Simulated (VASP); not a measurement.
# W2Se (R-3m) in VASP: single point with PBE

Aim: the single point of W2Se with PBE.

Program: VASP 6.6.1. These are calculated values, not measurements. Logs are shortened: lines on timing, memory, paths and dates and some standing lists are left out, and cuts for length are marked.

**1. The cell of the first run**

It takes space group R-3m (No. 166, trigonal). Conventional cell: a = 3.180 Å, b = 3.180 Å, c = 17.722 Å, α = 90.00°, β = 90.00°, γ = 120.00°. W (site symmetry 3m) has 9 W at 2.60 to 3.18 Å and 3 Se at 2.74 Å within 3.4 Å. Se (site symmetry -3m) has 6 W at 2.74 Å and 6 Se at 3.18 Å within 3.6 Å.

**2. Single point, PBE**

The input, INCAR:

```
PREC     = Accurate       # precision mode
ENCUT    = 520            # plane-wave cutoff, eV
EDIFF    = 1E-6           # SCF threshold, eV
ISMEAR   = 0              # smearing method
SIGMA    = 0.1            # smearing width, eV
LREAL    = False          # projectors in reciprocal space
LASPH    = True           # aspherical terms in the spheres
NELM     = 60             # most SCF steps
ALGO     = Normal         # electronic algorithm
ISIF     = 2              # what is computed and relaxed
LWAVE    = False          # write WAVECAR
LCHARG   = False          # write CHGCAR
GGA      = PE             # functional
NBANDS   = 24             # bands
```

The input, KPOINTS:

```
regular mesh
0
Gamma
  12 12 12
```

The input, POSCAR:

```
W2Se
1.0
    1.5900852933      0.9180361721      5.9074144715
   -1.5900852933      0.9180361721      5.9074144715
    0.0000000000     -1.8360723442      5.9074144715
W Se
2 1
Direct
    0.7813762328      0.7813762328      0.7813762328
    0.2186237672      0.2186237672      0.2186237672
    0.0000000000      0.0000000000      0.0000000000
```

Potentials or basis: VASP PAW PBE potentials, release 64 (W_sv, Se).

Started as:

```console
> cat potpaw_PBE.64/W_sv/POTCAR potpaw_PBE.64/Se/POTCAR > POTCAR
> mpirun -np 1 vasp_std > vasp.out
```

OUTCAR:

```text
PREC = Accurate
   ENCUT = 520
   EDIFF = 1E-6
   ISMEAR = 0
   LREAL = False
   LASPH = True
   NELM = 60
   ISIF = 2
   GGA = PE

 ion  position               nearest neighbor table
   1  0.781  0.781  0.781-   2 2.60   2 2.60   2 2.60   3 2.74   3 2.74   3 2.74
   2  0.219  0.219  0.219-   1 2.60   1 2.60   1 2.60   3 2.74   3 2.74   3 2.74
   3  0.000  0.000  0.000-   1 2.74   2 2.74   1 2.74   1 2.74   2 2.74   2 2.74

  LATTYP: Found a trigonal (rhomboedric) cell.
 ALAT       =     6.1861706565
 COS(alpha) =     0.8678622085

  Lattice vectors:

 A1 = (   1.5900852933,   0.9180361721,   5.9074144715)
 A2 = (  -1.5900852933,   0.9180361721,   5.9074144715)
 A3 = (   0.0000000000,  -1.8360723442,   5.9074144715)

Analysis of symmetry for initial positions (statically):
=====================================================================
 Subroutine PRICEL returns:
 Original cell was already a primitive cell.

 Routine SETGRP: Setting up the symmetry group for a
 trigonal (rhombohedral) supercell.

 Subroutine GETGRP returns: Found 12 space group operations
 (whereof 12 operations were pure point group operations)
 out of a pool of 12 trial point group operations.

The static configuration has the point symmetry D_3d.

Analysis of symmetry for dynamics (positions and initial velocities):
=====================================================================
 Subroutine PRICEL returns:
 Original cell was already a primitive cell.

 Routine SETGRP: Setting up the symmetry group for a
 trigonal (rhombohedral) supercell.

 Subroutine GETGRP returns: Found 12 space group operations
 (whereof 12 operations were pure point group operations)
 out of a pool of 12 trial point group operations.

The dynamic configuration has the point symmetry D_3d.

 Subroutine INISYM returns: Found 12 space group operations
 (whereof 12 operations are pure point group operations),
 and found     1 'primitive' translations

----------------------------------------------------------------------------------------

                                     Primitive cell

  volume of cell :      51.7403

  direct lattice vectors                    reciprocal lattice vectors
     1.590085293  0.918036172  5.907414472     0.314448541  0.181546950  0.056426265
    -1.590085293  0.918036172  5.907414472    -0.314448541  0.181546950  0.056426265
     0.000000000 -1.836072344  5.907414472     0.000000000 -0.363093899  0.056426265

  length of vectors
     6.186170656  6.186170656  6.186170656     0.367452178  0.367452178  0.367452178

  position of ions in fractional coordinates (direct lattice)
     0.781376233  0.781376233  0.781376233
     0.218623767  0.218623767  0.218623767
     0.000000000  0.000000000  0.000000000

  ion indices of the primitive-cell ions
   primitive index   ion index
                 1           1
                 2           2
                 3           3

----------------------------------------------------------------------------------------

 KPOINTS: regular mesh

Automatic generation of k-mesh.
 Grid dimensions read from file:
 generate k-points for:   12   12   12

 Generating k-lattice:

  Cartesian coordinates                     Fractional coordinates (reciprocal lattice)
     0.026204045  0.015128912  0.004702189     0.083333333  0.000000000 -0.000000000
    -0.026204045  0.015128912  0.004702189     0.000000000  0.083333333 -0.000000000
     0.000000000 -0.030257825  0.004702189    -0.000000000 -0.000000000  0.083333333

  Length of vectors
     0.030621015  0.030621015  0.030621015

  Shift w.r.t. Gamma in fractional coordinates (k-lattice)
     0.000000000  0.000000000  0.000000000

 Subroutine IBZKPT returns following result:
 ===========================================

 Found    189 irreducible k-points:

 Following reciprocal coordinates:
            Coordinates               Weight
  0.000000  0.000000  0.000000      1.000000
  0.083333  0.000000  0.000000      6.000000
  0.166667  0.000000  0.000000      6.000000
  0.250000  0.000000  0.000000      6.000000
  0.333333  0.000000  0.000000      6.000000
  0.416667  0.000000  0.000000      6.000000
[... 16 lines left out ...]
  0.500000  0.166667  0.000000     12.000000
 -0.416667  0.166667 -0.000000     12.000000
 [... further k-points ...]
   k-points           NKPTS =    189   k-points in BZ     NKDIM =    189   number of bands    NBANDS=     24
   number of dos      NEDOS =    301   number of ions     NIONS =      3
   total plane-waves  NPLWV = 110592
   dimension x,y,z NGX =    48 NGY =   48 NGZ =   48
   dimension x,y,z NGXF=    96 NGYF=   96 NGZF=   96
   ions per type =               2   1
   NGX,Y,Z   is equivalent  to a cutoff of  12.90, 12.90, 12.90 a.u.
   NGXF,Y,Z  is equivalent  to a cutoff of  25.80, 25.80, 25.80 a.u.
 SYSTEM =  unknown system
   PREC   = accura    normal or accurate (medium, high low for compatibility)
   ISTART =      0    job   : 0-new  1-cont  2-samecut
   ICHARG =      2    charge: 1-file 2-atom 10-const
   ISPIN  =      1    spin polarized calculation?
   LNONCOLLINEAR =      F non collinear calculations
   LSORBIT =      F    spin-orbit coupling
   LASPH  =      T    aspherical Exc in radial PAW
   ENCUT  =  520.0 eV  38.22 Ry    6.18 a.u.  11.50 11.50 11.50*2*pi/ulx,y,z
   NELM   =     60;   NELMIN=  2; NELMDL= -5     # of ELM steps
   EDIFF  = 0.1E-05   stopping-criterion for ELM
   LREAL  =      F    real-space projection
   EDIFFG = 0.1E-04   stopping-criterion for IOM
   NSW    =      0    number of steps for IOM
   IBRION =     -1    ionic relax: 0-MD 1-quasi-New 2-CG
   NFREE  =      0    steps in history (QN), initial steepest desc. (CG)
   ISIF   =      2    stress and relaxation
   ISYM   =      2    0-nonsym 1-usesym 2-fastsym
   POTIM  = 0.5000    time-step for ionic-motion
   TEBEG  =    0.0;   TEEND  =   0.0 temperature during run
   PSTRESS=    0.0 pullay stress
   NELECT =      34.0000    total number of electrons
   NUPDOWN=      -1.0000    fix difference up-down
   EMIN   =  10.00;   EMAX   =-10.00  energy-range for DOS
   EFERMI =   0.00;   METHOD = LEGACY
   ISMEAR =     0;   SIGMA  =   0.10  broadening in eV -4-tet -1-fermi 0-gaus
   EFERMI_NEDOS =   21; number of points for ismear=-14 and -15
   IALGO  =     38    algorithm
   IMIX   =      4    mixing-type and parameters
     AMIX     =   0.40;   BMIX     =  1.00
     AMIX_MAG =   1.60;   BMIX_MAG =  1.00
  volume/ion in A,a.u.               =      17.25       116.39
  Fermi-wavevector in a.u.,A,eV,Ry     =   1.423284  2.689616 27.561821  2.025737
  Thomas-Fermi vector in A             =   2.543898
   LORBIT       =      0    0 simple, 1 ext, 2 COOP (PROOUT), +10 PAW based schemes
   GGA     = PE    functional components
   LHFCALC =     F    Hartree Fock is set to
   AEXX    =    0.0000 exact exchange contribution
   IVDW    =     0    specifies the selected vdW correction
   LEPSILON=     F    determine dielectric tensor
   LRPA    =     F    only Hartree local field effects (RPA)
 non-spin polarized calculation
 Gauss-broadening in eV      SIGMA  =   0.10
  energy-cutoff  :      520.00
  volume of cell :       51.74
 maximum number of plane-waves:      1414
 NGX is ok and might be reduce to    48
   NGX = 23   NGY = 23   NGZ = 23

 number of electron      34.0000003 magnetization

 Free energy of the ion-electron system (eV)
  ---------------------------------------------------
  ext. energy  EPLUGINS =         0.00000000
  ---------------------------------------------------
  free energy    TOTEN  =       -28.20361292 eV

  energy without entropy =      -28.19149896  energy(sigma->0) =      -28.19755594

 E-fermi :   9.5078     XC(G=0): -12.4811

 val. band max:        9.5073706420   @ k =   0.1667   0.1667   0.0833
 cond. band min:       9.5081122227   @ k =  -0.3333   0.5000   0.3333
 fundamental gap:      0.0007415807
 Fermi energy:         9.5078467518

 k-point     1 :       0.0000    0.0000    0.0000
  band No.  band energies     occupation
      1     -64.6758      2.00000
      2     -64.5133      2.00000
      3     -29.3176      2.00000
      4     -28.8254      2.00000
      5     -28.8254      2.00000
      6     -28.4925      2.00000
[... 16 lines left out ...]
     23      13.1058      0.00000
     24      16.4342      0.00000

 k-point     2 :       0.0833    0.0000    0.0000
  band No.  band energies     occupation
      1     -64.6723      2.00000
      2     -64.5147      2.00000
      3     -29.3131      2.00000
      4     -28.8661      2.00000
      5     -28.8363      2.00000
      6     -28.5047      2.00000
[... 16 lines left out ...]
     23      13.2473      0.00000
     24      17.1035      0.00000

 k-point     3 :       0.1667    0.0000    0.0000
  band No.  band energies     occupation
      1     -64.6622      2.00000
      2     -64.5189      2.00000
      3     -29.3030      2.00000
      4     -28.9636      2.00000
      5     -28.8650      2.00000
      6     -28.5346      2.00000
[... 16 lines left out ...]
     23      13.6099      0.00000
     24      16.9636      0.00000

 k-point     4 :       0.2500    0.0000    0.0000
  band No.  band energies     occupation
      1     -64.6471      2.00000
      2     -64.5260      2.00000
      3     -29.2957      2.00000
      4     -29.0790      2.00000
      5     -28.9022      2.00000
      6     -28.5621      2.00000
[... 16 lines left out ...]
     23      14.0214      0.00000
     24      16.0604      0.00000

 k-point     5 :       0.3333    0.0000    0.0000
  band No.  band energies     occupation
      1     -64.6294      2.00000
      2     -64.5357      2.00000
      3     -29.2981      2.00000
      4     -29.1829      2.00000
      5     -28.9376      2.00000
      6     -28.5669      2.00000
[... 451 lines left out ...]
 k-point    22 :       0.4167    0.1667   -0.0000
  band No.  band energies     occupation
      1     -64.6218      2.00000
      2     -64.5403      2.00000
      3     -29.2926      2.00000
      4     -29.1794      2.00000
      5     -29.0085      2.00000
      6     -28.5403      2.00000
[... 16 lines left out ...]
     23      14.0264      0.00000
     24      16.4220      0.00000

 k-point    23 :       0.5000    0.1667    0.0000
  band No.  band energies     occupation
      1     -64.6055      2.00000
      2     -64.5515      2.00000
      3     -29.2913      2.00000
      4     -29.2371      2.00000
      5     -29.0401      2.00000
      6     -28.5500      2.00000
[... 16 lines left out ...]
     23      14.3378      0.00000
     24      16.3701      0.00000

 k-point    24 :      -0.4167    0.1667   -0.0000
  band No.  band energies     occupation
      1     -64.5973      2.00000
      2     -64.5579      2.00000
      3     -29.2852      2.00000
      4     -29.2645      2.00000
      5     -29.0508      2.00000
      6     -28.5544      2.00000
[... 16 lines left out ...]
     23      14.9182      0.00000
     24      15.5585      0.00000

 [... further k-points ...]

------------------------ aborting loop because EDIFF is reached ----------------------------------------

  FORCE on cell =-STRESS in cart. coord.  units (eV):
  Direction    XX          YY          ZZ          XY          YZ          ZX
  --------------------------------------------------------------------------------------
  -------------------------------------------------------------------------------------
  Total        0.1060080      0.1060080      0.1653632      0.0000000     -0.0000000      0.0000000
  in kB        3.2826167      3.2826167      5.1205961      0.0000000     -0.0000000      0.0000000
  external PRESSURE =       3.8952765 kB  Pullay stress =       0.0000000 kB

 VOLUME and BASIS-vectors are now :
 -----------------------------------------------------------------------------
  energy-cutoff  :      520.00
  volume of cell :       51.74
      direct lattice vectors                 reciprocal lattice vectors
     1.590085293  0.918036172  5.907414472     0.314448541  0.181546950  0.056426265
    -1.590085293  0.918036172  5.907414472    -0.314448541  0.181546950  0.056426265
     0.000000000 -1.836072344  5.907414472     0.000000000 -0.363093899  0.056426265

 POSITION                                       TOTAL-FORCE (eV/Angst)
 -----------------------------------------------------------------------------------
      0.00000      0.00000     13.84774         0.000000     -0.000000     -0.010000
      0.00000      0.00000      3.87450         0.000000      0.000000      0.010000
      0.00000      0.00000      0.00000         0.000000      0.000000     -0.000000
 -----------------------------------------------------------------------------------
    total drift:                                0.000000     -0.000000      0.000000

  FREE ENERGIE OF THE ION-ELECTRON SYSTEM (eV)
  ---------------------------------------------------
  free  energy   TOTEN  =       -28.2036129183 eV

  energy  without entropy=      -28.1914989579  energy(sigma->0) =      -28.19755594
```

It took 5 min on 1 thread of Intel Xeon 6975P-C (Granite Rapids), shared host; peak memory 0.44 GiB.

Results:

```yaml
Free_energy: -28.2036 eV
Pressure: 0.4 GPa
Largest_force: 0.010 eV/Å
Band_gap_on_the_k_mesh: zero (bands 17 and 18 overlap by 2.34 eV)
```

Forces on the atoms (eV/Å):
```
W    0.000  0.000 -0.010
W    0.000  0.000  0.010
Se   0.000  0.000  0.000
```

Stress tensor (GPa, compression positive):
```
0.33 0.00 0.00
0.00 0.33 0.00
0.00 0.00 0.51
```

Caveat: spin-orbit coupling is left out, which moves the levels of the heavy elements.
